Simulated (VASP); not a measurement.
Wanted: the native input for a VASP 6.6.1 run.

| Item | Value |
| --- | --- |
| Task | single point |
| Functional | LDA |
| Potentials or basis | VASP PAW LDA potentials, release 64 (Al, Cu) |
| Cutoff | 520 eV |
| k mesh | 12 × 12 × 12 |
| Occupations | gaussian, width 0.15 eV |
| Spin | no spin polarisation |
| Dipole correction | no |
| Further INCAR settings | ALGO = Fast; EDIFF = 1e-06; NBANDS = 18 |

The structure of Al3Cu lies in POSCAR:

```
Al3Cu
1.0
    3.6350457554      0.0000000000      0.0000000000
    0.0000000000      3.6350457554      0.0000000000
    0.0000000000      0.0000000000      4.1039666578
Al Cu
3 1
Direct
    0.0000000000      0.5000000000      0.5000000000
    0.5000000000      0.0000000000      0.5000000000
    0.5000000000      0.5000000000      0.0000000000
    0.0000000000      0.0000000000      0.0000000000
```

This cell differs from its parent crystal: volume 13.557 Å^3 an atom, c/a of the conventional cell 1.1290.

One way to write it, as run:

INCAR

```
SYSTEM = Al3Cu
  PREC = Accurate
  ENCUT = 520
  EDIFF = 1E-6
  ISMEAR = 0
  SIGMA = 0.15
  LREAL = .False.
  LASPH = .True.
  NELM = 80
  ALGO = Fast
  ISIF = 2
  LWAVE = .False.
  LCHARG = .True.
  GGA = CA
  LELF = .True.
  LVHAR = .True.
  NBANDS = 18
```

KPOINTS

```
Automatic mesh
0
Gamma
  12 12 12
  0 0 0
```

Potentials or basis: VASP PAW LDA potentials, release 64 (Al, Cu).

Run with:

```sh
$ cat potpaw_LDA.64/Al/POTCAR potpaw_LDA.64/Cu/POTCAR > POTCAR
$ mpirun -np 1 vasp_std > vasp.out
```

It gave:

The pressure is 7.8 GPa and the band gap on the k mesh is zero (band 10 reaches 11.13 eV, above the bottom of band 11 at 7.21 eV).

Wall time 79 s on 1 thread of Intel(R) Xeon(R) 6975P-C (Granite Rapids), on a shared host, peak memory 0.28 GiB.
